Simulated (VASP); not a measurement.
# ScCr2 (P6/mmm) in VASP: a series of runs

Runs on ScCr2. Level: PBE. Tasks: relaxation of cell and atoms, single point.

Program: VASP 6.6.1. These are calculated values, not measurements. Logs are shortened: lines on timing, memory, paths and dates and some standing lists are left out, and cuts for length are marked.

**1. The cell of the first run**

It takes space group P6/mmm (No. 191, hexagonal). Conventional cell: a = 3.595 Å, b = 3.595 Å, c = 4.501 Å, α = 90.00°, β = 90.00°, γ = 120.00°. Within 4.0 Å of Sc (site symmetry 6/mmm) lie 12 Cr at 3.06 Å and 6 Sc at 3.60 Å. Cr (site symmetry -6m2) has 3 Cr at 2.08 Å within 2.7 Å.

**2. Relaxation of cell and atoms, PBE**

INCAR

```
PREC = Accurate ; ENCUT = 600
EDIFF = 1E-6 ; ISMEAR = 0
SIGMA = 0.1 ; LREAL = False
LASPH = True ; NELM = 60
ALGO = Fast ; ISIF = 3
LWAVE = False ; LCHARG = False
GGA = PE ; IBRION = 2
NSW = 100 ; EDIFFG = -0.01
```

KPOINTS

```
Automatic mesh
0
Gamma
  12 12 10
```

POSCAR

```
ScCr2
1.0
    3.5951427670      0.0000000000      0.0000000000
   -1.7975713835      3.1134849664      0.0000000000
    0.0000000000      0.0000000000      4.5010173044
Sc Cr
1 2
Direct
    0.0000000000      0.0000000000      0.0000000000
    0.3333333333      0.6666666667      0.5000000000
    0.6666666667      0.3333333333      0.5000000000
```

Potentials or basis: VASP PAW PBE potentials, release 64 (Sc_sv, Cr_pv).

Started as:

```console
cat potpaw_PBE.64/Sc_sv/POTCAR potpaw_PBE.64/Cr_pv/POTCAR > POTCAR
mpirun -np 1 vasp_std > vasp.out
```

OUTCAR:

```text
PREC = Accurate
   ENCUT = 600
   EDIFF = 1E-6
   ISMEAR = 0
   LREAL = False
   LASPH = True
   NELM = 60
   ISIF = 3
   GGA = PE
   IBRION = 2
   NSW = 100
   EDIFFG = -0.01

 ion  position               nearest neighbor table
   1  0.000  0.000  0.000-   2 3.06   3 3.06   2 3.06   3 3.06   2 3.06   2 3.06   3 3.06   3 3.06
                             3 3.06   3 3.06   2 3.06   2 3.06
   2  0.333  0.667  0.500-   3 2.08   3 2.08   3 2.08   1 3.06   1 3.06   1 3.06   1 3.06   1 3.06
                             1 3.06
   3  0.667  0.333  0.500-   2 2.08   2 2.08   2 2.08   1 3.06   1 3.06   1 3.06   1 3.06   1 3.06
                             1 3.06

  LATTYP: Found a hexagonal cell.
 ALAT       =     3.5951427670
 C/A-ratio  =     1.2519717842

  Lattice vectors:

 A1 = (   3.5951427670,   0.0000000000,   0.0000000000)
 A2 = (  -1.7975713835,   3.1134849664,   0.0000000000)
 A3 = (   0.0000000000,   0.0000000000,   4.5010173044)

Analysis of symmetry for initial positions (statically):
=====================================================================
 Subroutine PRICEL returns:
 Original cell was already a primitive cell.

 Routine SETGRP: Setting up the symmetry group for a
 hexagonal supercell.

 Subroutine GETGRP returns: Found 24 space group operations
 (whereof 24 operations were pure point group operations)
 out of a pool of 24 trial point group operations.

The static configuration has the point symmetry D_6h.

Analysis of symmetry for dynamics (positions and initial velocities):
=====================================================================
 Subroutine PRICEL returns:
 Original cell was already a primitive cell.

 Routine SETGRP: Setting up the symmetry group for a
 hexagonal supercell.

 Subroutine GETGRP returns: Found 24 space group operations
 (whereof 24 operations were pure point group operations)
 out of a pool of 24 trial point group operations.

The dynamic configuration has the point symmetry D_6h.

 Subroutine INISYM returns: Found 24 space group operations
 (whereof 24 operations are pure point group operations),
 and found     1 'primitive' translations

----------------------------------------------------------------------------------------

                                     Primitive cell

  volume of cell :      50.3818

  direct lattice vectors                    reciprocal lattice vectors
     3.595142767  0.000000000  0.000000000     0.278153071  0.160591750  0.000000000
    -1.797571384  3.113484966  0.000000000     0.000000000  0.321183500  0.000000000
     0.000000000  0.000000000  4.501017304     0.000000000  0.000000000  0.222171996

  length of vectors
     3.595142767  3.595142767  4.501017304     0.321183500  0.321183500  0.222171996

  position of ions in fractional coordinates (direct lattice)
     0.000000000  0.000000000  0.000000000
     0.333333333  0.666666667  0.500000000
     0.666666667  0.333333333  0.500000000

  ion indices of the primitive-cell ions
   primitive index   ion index
                 1           1
                 2           2
                 3           3

----------------------------------------------------------------------------------------

 KPOINTS: Automatic mesh

Automatic generation of k-mesh.
 Grid dimensions read from file:
 generate k-points for:   12   12   10

 Generating k-lattice:

  Cartesian coordinates                     Fractional coordinates (reciprocal lattice)
     0.023179423  0.013382646  0.000000000     0.083333333  0.000000000  0.000000000
     0.000000000  0.026765292  0.000000000     0.000000000  0.083333333  0.000000000
     0.000000000  0.000000000  0.022217200     0.000000000  0.000000000  0.100000000

  Length of vectors
     0.026765292  0.026765292  0.022217200

  Shift w.r.t. Gamma in fractional coordinates (k-lattice)
     0.000000000  0.000000000  0.000000000

 Subroutine IBZKPT returns following result:
 ===========================================

 Found    114 irreducible k-points:

 Following reciprocal coordinates:
            Coordinates               Weight
  0.000000  0.000000  0.000000      1.000000
  0.083333  0.000000  0.000000      6.000000
  0.166667  0.000000  0.000000      6.000000
  0.250000  0.000000  0.000000      6.000000
  0.333333  0.000000  0.000000      6.000000
  0.416667  0.000000  0.000000      6.000000
[... 16 lines left out ...]
  0.250000  0.000000  0.100000     12.000000
  0.333333  0.000000  0.100000     12.000000
 [... further k-points ...]
   k-points           NKPTS =    114   k-points in BZ     NKDIM =    114   number of bands    NBANDS=     21
   number of dos      NEDOS =    301   number of ions     NIONS =      3
   total plane-waves  NPLWV =  32400
   dimension x,y,z NGX =    30 NGY =   30 NGZ =   36
   dimension x,y,z NGXF=    60 NGYF=   60 NGZF=   72
   ions per type =               1   2
   NGX,Y,Z   is equivalent  to a cutoff of  13.87, 13.87, 13.30 a.u.
   NGXF,Y,Z  is equivalent  to a cutoff of  27.75, 27.75, 26.59 a.u.
 SYSTEM =  unknown system
   PREC   = accura    normal or accurate (medium, high low for compatibility)
   ISTART =      0    job   : 0-new  1-cont  2-samecut
   ICHARG =      2    charge: 1-file 2-atom 10-const
   ISPIN  =      1    spin polarized calculation?
   LNONCOLLINEAR =      F non collinear calculations
   LSORBIT =      F    spin-orbit coupling
   LASPH  =      T    aspherical Exc in radial PAW
   ENCUT  =  600.0 eV  44.10 Ry    6.64 a.u.   7.18  7.18  8.99*2*pi/ulx,y,z
   NELM   =     60;   NELMIN=  2; NELMDL= -5     # of ELM steps
   EDIFF  = 0.1E-05   stopping-criterion for ELM
   LREAL  =      F    real-space projection
   EDIFFG = -.1E-01   stopping-criterion for IOM
   NSW    =    100    number of steps for IOM
   IBRION =      2    ionic relax: 0-MD 1-quasi-New 2-CG
   NFREE  =      1    steps in history (QN), initial steepest desc. (CG)
   ISIF   =      3    stress and relaxation
   ISYM   =      2    0-nonsym 1-usesym 2-fastsym
   POTIM  = 0.5000    time-step for ionic-motion
   TEBEG  =    0.0;   TEEND  =   0.0 temperature during run
   PSTRESS=    0.0 pullay stress
   NELECT =      35.0000    total number of electrons
   NUPDOWN=      -1.0000    fix difference up-down
   EMIN   =  10.00;   EMAX   =-10.00  energy-range for DOS
   EFERMI =   0.00;   METHOD = LEGACY
   ISMEAR =     0;   SIGMA  =   0.10  broadening in eV -4-tet -1-fermi 0-gaus
   EFERMI_NEDOS =   21; number of points for ismear=-14 and -15
   IALGO  =     68    algorithm
   IMIX   =      4    mixing-type and parameters
     AMIX     =   0.40;   BMIX     =  1.00
     AMIX_MAG =   1.60;   BMIX_MAG =  1.00
  volume/ion in A,a.u.               =      16.79       113.33
  Fermi-wavevector in a.u.,A,eV,Ry     =   1.449905  2.739924 28.602514  2.102225
  Thomas-Fermi vector in A             =   2.567578
   LORBIT       =      0    0 simple, 1 ext, 2 COOP (PROOUT), +10 PAW based schemes
   GGA     = PE    functional components
   LHFCALC =     F    Hartree Fock is set to
   AEXX    =    0.0000 exact exchange contribution
   IVDW    =     0    specifies the selected vdW correction
   LEPSILON=     F    determine dielectric tensor
   LRPA    =     F    only Hartree local field effects (RPA)
 conjugate gradient relaxation of ions
 non-spin polarized calculation
 RMM-DIIS sequential band-by-band and
 Gauss-broadening in eV      SIGMA  =   0.10
  energy-cutoff  :      600.00
  volume of cell :       50.38
 maximum number of plane-waves:      1701
 NGX is ok and might be reduce to    30
   NGX = 15   NGY = 15   NGZ = 17

--------------------------------------- Ionic step        1  -------------------------------------------

 number of electron      35.0000018 magnetization

 Free energy of the ion-electron system (eV)
  ---------------------------------------------------
  ext. energy  EPLUGINS =         0.00000000
  ---------------------------------------------------
  free energy    TOTEN  =       -23.81405948 eV

  energy without entropy =      -23.80044742  energy(sigma->0) =      -23.80725345

------------------------ aborting loop because EDIFF is reached ----------------------------------------

  FORCE on cell =-STRESS in cart. coord.  units (eV):
  Direction    XX          YY          ZZ          XY          YZ          ZX
  --------------------------------------------------------------------------------------
  -------------------------------------------------------------------------------------
  Total        0.4256135      0.4256135     -0.4029212      0.0000000      0.0000000      0.0000000
  in kB       13.5348155     13.5348155    -12.8131854      0.0000000      0.0000000      0.0000000
  external PRESSURE =       4.7521486 kB  Pullay stress =       0.0000000 kB
[... 133 lines left out ...]
  energy  without entropy=      -23.8061109090  energy(sigma->0) =      -23.81340593

--------------------------------------- Ionic step        5  -------------------------------------------

 number of electron      35.0000022 magnetization

 Free energy of the ion-electron system (eV)
  ---------------------------------------------------
  ext. energy  EPLUGINS =         0.00000000
  ---------------------------------------------------
  free energy    TOTEN  =       -23.82069449 eV

  energy without entropy =      -23.80610794  energy(sigma->0) =      -23.81340121

 E-fermi :   6.3521     XC(G=0): -11.3997

 val. band max:        6.3511273825   @ k =   0.1667   0.0000   0.2000
 cond. band min:       6.3610388607   @ k =   0.4167   0.1667   0.0000
 fundamental gap:      0.0099114783
 Fermi energy:         6.3520610337

 k-point     1 :       0.0000    0.0000    0.0000
  band No.  band energies     occupation
      1     -42.9004      2.00000
      2     -37.0411      2.00000
      3     -37.0411      2.00000
      4     -36.1789      2.00000
      5     -35.6972      2.00000
      6     -35.4868      2.00000
[... 550 lines left out ...]
      5     -35.7998      2.00000
      6     -35.7394      2.00000
[... 13 lines left out ...]
     20       8.2125      0.00000
     21       8.5223      0.00000

 [... further k-points ...]

------------------------ aborting loop because EDIFF is reached ----------------------------------------

  FORCE on cell =-STRESS in cart. coord.  units (eV):
  Direction    XX          YY          ZZ          XY          YZ          ZX
  --------------------------------------------------------------------------------------
  -------------------------------------------------------------------------------------
  Total       -0.0058381     -0.0058381     -0.0219506      0.0000000      0.0000000      0.0000000
  in kB       -0.1856491     -0.1856491     -0.6980154      0.0000000      0.0000000      0.0000000
  external PRESSURE =      -0.3564379 kB  Pullay stress =       0.0000000 kB
[... 18 lines left out ...]
  FREE ENERGIE OF THE ION-ELECTRON SYSTEM (eV)
  ---------------------------------------------------
  free  energy   TOTEN  =       -23.8206944921 eV

  energy  without entropy=      -23.8061079370  energy(sigma->0) =      -23.81340121

 reached required accuracy - stopping structural energy minimisation
```

Run time: 7.7 min. Hardware: 1 thread of Intel Xeon Platinum 8488C (Sapphire Rapids), shared host; peak memory 0.29 GiB.

What came out:

| Item | Value |
| --- | --- |
| Free energy | -23.8207 eV |
| Energy gained by relaxing | 2.2 meV/atom |
| Ionic steps | 5 |
| Pressure after relaxing | 0.0 GPa |
| Band gap on the k mesh | zero (an odd number of electrons rules out a gap without spin polarisation) |

Step by step:
| step | energy change (eV) | largest force (eV/Å) | pressure (GPa) | volume (Å³) |
| --- | --- | --- | --- | --- |
| 1 | 0.0000 | 0.0000 | 0.48 | 50.38 |
| 2 | -0.0049 | 0.0000 | -0.63 | 50.74 |
| 3 | -0.0050 | 0.0000 | -0.83 | 50.80 |
| 4 | -0.0066 | 0.0000 | 0.20 | 50.32 |
| 5 | -0.0066 | 0.0000 | -0.04 | 50.38 |

Final structure:
```
CELL_PARAMETERS angstrom
3.62374 0.00000 0.00000
-1.81187 3.13825 0.00000
0.00000 0.00000 4.43043
ATOMIC_POSITIONS crystal
Sc 0.00000 0.00000 0.00000
Cr 0.33333 0.66667 0.50000
Cr 0.66667 0.33333 0.50000
```

Levels at points of the mesh, in eV from the Fermi level:
```csv
k point,band 15,band 16,band 17,band 18,band 19,band 20,band 21
"(0.00, 0.00, 0.00)",-0.67,-0.67,-0.20,-0.20,0.97,0.97,1.52
"(0.50, 0.00, 0.00)",-1.85,-1.60,-0.91,-0.71,-0.18,2.57,2.66
"(0.00, 0.00, 0.50)",-1.08,-1.03,-1.03,-0.11,-0.11,1.75,1.75
"(0.50, 0.00, 0.50)",-1.84,-0.76,-0.63,0.12,0.70,1.08,1.74
```

Caveat: the run has no spin polarisation, though such a crystal can be magnetic. Spin polarisation is off, so any magnetic state and its effect on volume and gap are missing.

(Part 1 of 2 ends here.)
